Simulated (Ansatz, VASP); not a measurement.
ZnS: VASP beside Ansatz

```
Zn S
1.0
    -0.02705    2.69113    2.69113
     2.69113   -0.02705    2.69113
     2.69113    2.69113   -0.02705
Zn S
1 1
Direct
  0.00000 0.00000 0.00000
  0.75000 0.75000 0.75000
```

Change from the starting cell: equal xy, yz and zx shear strains of -1 %.

Alike in both runs: task single point; functional PBE; k mesh 8 × 8 × 8; occupations fermi-dirac, width 0.01 eV; no spin polarisation.

|  | VASP | Ansatz |
| --- | --- | --- |
| version | VASP 6.6.1 | Ansatz 0.2.0 |
| potentials or method | VASP PAW PBE potentials, release 64 (Zn, S), cutoff 520 eV | all-electron LAPW, scalar-relativistic |

|  | VASP | Ansatz | Ansatz less VASP |
| --- | --- | --- | --- |
| gap on the k mesh at the Fermi level (eV) | 2.07 | 2.06 | -0.002 |
| pressure (GPa) | 1.6 | 1.4 | -0.15 |
| traceless stress, the component that is largest in VASP (GPa) | 0.71 | 0.70 | -0.007 |
| rms of the force components (eV/Å) | 0.060 | 0.059 | -0.0011 |

Atom by atom the forces differ by 0.001 eV/Å (rms over components). Ansatz ran all-electron here, and VASP with PAW potentials.
